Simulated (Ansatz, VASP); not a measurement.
**TiH: VASP beside Ansatz**

```xyz
2
Lattice="0.0000 2.1636 2.1636 2.1636 0.0000 2.1636 2.1636 2.1636 0.0000" Properties=species:S:1:pos:R:3 pbc="T T T"
Ti    0.0000    0.0000    0.0000
H     3.2454    3.2454    3.2454
```

Alike in both runs: functional r2SCAN; k mesh 6 × 6 × 6; occupations gaussian, width 0.1 eV; no spin polarisation.

Ansatz relaxed the structure, and its values are those at the end. VASP's run is a single point on that final structure, the one shown.

|  | VASP | Ansatz |
| --- | --- | --- |
| version | VASP 6.6.1 | Ansatz 0.2.0 |
| potentials or method | VASP PAW PBE potentials, release 64 (Ti_sv, H), cutoff 520 eV | scalar-relativistic, plane waves, PAW |
| valence electrons in the cell | 13 | 13 |

Ansatz gave:

- gap on the k mesh at the Fermi level (eV): none
- pressure (GPa): -0.2

Task: Estimate VASP's values.

Result: gap on the k mesh at the Fermi level (eV): none; pressure (GPa): 0.1.

VASP's potentials were made for PBE, not for r2SCAN. A gap of «none» marks a metal or a gap that the smearing closes.

The k mesh is coarse, so the values compare programs but aren't converged.
